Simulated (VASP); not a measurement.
# BN (P6_3mc) in VASP: a series of runs, part 2 of 2

VASP 6.6.1. The steps go on from the part before.

## (5) Single point, PBE (volume scaled by 0.94, then relaxed in part)

INCAR reads:

```
SYSTEM = BN
  PREC = Accurate
  ENCUT = 520
  EDIFF = 1E-6
  ISMEAR = 0
  SIGMA = 0.02
  LREAL = .FALSE.
  LASPH = .TRUE.
  NELM = 60
  ALGO = Normal
  ISIF = 2
  LWAVE = .FALSE.
  LCHARG = .TRUE.
  GGA = PE
  LELF = .TRUE.
  LVHAR = .TRUE.
  NBANDS = 16
```

KPOINTS reads:

```
regular mesh
0
G
  12 12 6
  0 0 0
```

POSCAR reads:

```
BN
1.0
    2.5020947122      0.0000000000      0.0000000000
   -1.2510473561      2.1668775834      0.0000000000
    0.0000000000      0.0000000000      4.1393888016
B N
2 2
Direct
    0.6666666667      0.3333333333      0.9995673820
    0.3333333333      0.6666666667      0.4995673820
    0.6666666667      0.3333333333      0.6254326180
    0.3333333333      0.6666666667      0.1254326180
```

Run with:

```console
$ cat potpaw_PBE.64/B/POTCAR potpaw_PBE.64/N/POTCAR > POTCAR
$ mpirun -np 1 vasp_std > vasp.out
```

Run time: 11 s. Hardware: 1 thread of Intel Xeon 6975P-C (Granite Rapids), shared host; peak memory 0.14 GiB.

It converged, with:

```yaml
Free_energy: -34.7178 eV
Pressure: 26.2 GPa
Band_gap_on_the_k_mesh: 5.07 eV, indirect (least direct gap 8.52 eV)
```

Levels at points of the mesh, in eV from the valence-band top:
```
           k point  band 5  band 6  band 7  band 8  band 9  band 10  band 11  band 12
(0.00, 0.00, 0.00)   -2.24   -0.32    0.00    0.00    8.57     8.57     8.90    10.17
(0.50, 0.00, 0.00)   -7.23   -5.26   -4.70   -2.22    6.90     8.11    10.85    11.96
(0.00, 0.00, 0.50)   -1.24   -1.24   -1.24   -1.24    9.97     9.97    10.20    10.20
(0.50, 0.00, 0.50)   -3.98   -3.98   -3.77   -3.77    6.78     6.78    10.39    10.39
```

 A k mesh can miss the band edges.

## (6) Single point, PBE (volume scaled by 0.97, then relaxed in part)

INCAR reads:

```
SYSTEM = BN
PREC     = Accurate       ! precision mode
ENCUT    = 520            ! plane-wave cutoff, eV
EDIFF    = 1E-6           ! SCF threshold, eV
ISMEAR   = 0              ! smearing method
SIGMA    = 0.02           ! smearing width, eV
LREAL    = .False.        ! projectors in reciprocal space
LASPH    = .True.         ! aspherical terms in the spheres
NELM     = 100            ! most SCF steps
ALGO     = Normal         ! electronic algorithm
ISIF     = 2              ! what is computed and relaxed
LWAVE    = .False.        ! write WAVECAR
LCHARG   = .True.         ! write CHGCAR
GGA      = PE             ! functional
LELF     = .True.         ! ELF
LVHAR    = .True.       
NBANDS   = 16             ! bands
```

KPOINTS reads:

```
regular mesh
0
Gamma
  12 12 6
  0 0 0
```

POSCAR reads:

```
BN
1.0
    2.5285823421      0.0000000000      0.0000000000
   -1.2642911711      2.1898165438      0.0000000000
    0.0000000000      0.0000000000      4.1824753462
B N
2 2
Direct
    0.6666666667      0.3333333333      0.9996996154
    0.3333333333      0.6666666667      0.4996996154
    0.6666666667      0.3333333333      0.6253003846
    0.3333333333      0.6666666667      0.1253003846
```

Potentials or basis: VASP PAW PBE potentials, release 64 (B, N).

Run with:

```console
$ cat potpaw_PBE.64/B/POTCAR potpaw_PBE.64/N/POTCAR > POTCAR
$ mpirun -np 1 vasp_std > vasp.out
```

OUTCAR:

```text
SYSTEM = BN
   PREC = Accurate
   ENCUT = 520
   EDIFF = 1E-6
   ISMEAR = 0
   LREAL = .False.
   LASPH = .True.
   NELM = 100
   ISIF = 2
   GGA = PE

 ion  position               nearest neighbor table
   1  0.667  0.333  1.000-   4 1.55   4 1.55   4 1.55   3 1.57
   2  0.333  0.667  0.500-   3 1.55   3 1.55   3 1.55   4 1.57
   3  0.667  0.333  0.625-   2 1.55   2 1.55   2 1.55   1 1.57
   4  0.333  0.667  0.125-   1 1.55   1 1.55   1 1.55   2 1.57

  LATTYP: Found a hexagonal cell.
 ALAT       =     2.5285823421
 C/A-ratio  =     1.6540791560

[... 649 lines left out ...]

 [... further k-points ...]
[... 5 lines left out ...]
  --------------------------------------------------------------------------------------
  -------------------------------------------------------------------------------------
  Total        1.7783470      1.7783470      1.7705561     -0.0000000      0.0000000      0.0000000
  in kB      123.0293853    123.0293853    122.4904022     -0.0000000      0.0000000      0.0000000
  external PRESSURE =     122.8497243 kB  Pullay stress =       0.0000000 kB

 VOLUME and BASIS-vectors are now :
 -----------------------------------------------------------------------------
  energy-cutoff  :      520.00
  volume of cell :       23.16
      direct lattice vectors                 reciprocal lattice vectors
     2.528582342  0.000000000  0.000000000     0.395478519  0.228329629  0.000000000
    -1.264291171  2.189816544  0.000000000     0.000000000  0.456659259  0.000000000
     0.000000000  0.000000000  4.182475346     0.000000000  0.000000000  0.239092862

 POSITION                                       TOTAL-FORCE (eV/Angst)
 -----------------------------------------------------------------------------------
      1.26429      0.72994      4.18122        -0.000000      0.000000     -0.003307
     -0.00000      1.45988      2.08998         0.000000     -0.000000     -0.003307
      1.26429      0.72994      2.61530         0.000000      0.000000      0.003307
     -0.00000      1.45988      0.52407         0.000000      0.000000      0.003307
 -----------------------------------------------------------------------------------
    total drift:                                0.000000     -0.000000      0.000481

  FREE ENERGIE OF THE ION-ELECTRON SYSTEM (eV)
  ---------------------------------------------------
  free  energy   TOTEN  =       -34.8042354764 eV

  energy  without entropy=      -34.8042354764  energy(sigma->0) =      -34.80423548
```

It took 9.9 s on 1 thread of Intel Xeon 6975P-C (Granite Rapids), shared host; peak memory 0.14 GiB.

What came out:

- Free energy: -34.8042 eV
- Pressure: 12.3 GPa
- Largest force: 0.003 eV/Å
- Band gap on the k mesh: 5.15 eV, indirect (least direct gap 8.38 eV)

Forces in eV/Å, atoms in the order of the input:
```
B    0.000  0.000 -0.003
B    0.000  0.000 -0.003
N    0.000  0.000  0.003
N    0.000  0.000  0.003
```

 A k mesh can miss the band edges.

## (7) Overview

```tsv
cell	smearing	gap on the mesh (eV)	pressure (GPa)
a = 2.555, b = 2.555, c = 4.225 Å, angles 90.0, 90.0, 120.0°, 4 atoms	gaussian 0.05 eV	5.21	0.2
a = 2.447, b = 2.447, c = 4.051 Å, angles 90.0, 90.0, 120.0°, 4 atoms	gaussian 0.02 eV	4.90	60.6
a = 2.475, b = 2.475, c = 4.096 Å, angles 90.0, 90.0, 120.0°, 4 atoms	gaussian 0.02 eV	5.00	42.2
a = 2.502, b = 2.502, c = 4.139 Å, angles 90.0, 90.0, 120.0°, 4 atoms	gaussian 0.02 eV	5.07	26.2
a = 2.529, b = 2.529, c = 4.182 Å, angles 90.0, 90.0, 120.0°, 4 atoms	gaussian 0.02 eV	5.15	12.3
```

Alike in all rows: task single point; level PBE; potentials or basis VASP PAW PBE potentials, release 64 (B, N); no spin polarisation; k mesh 12 × 12 × 6; cutoff (eV) 520.

Absolute energies hang on the potentials; compare differences alone.
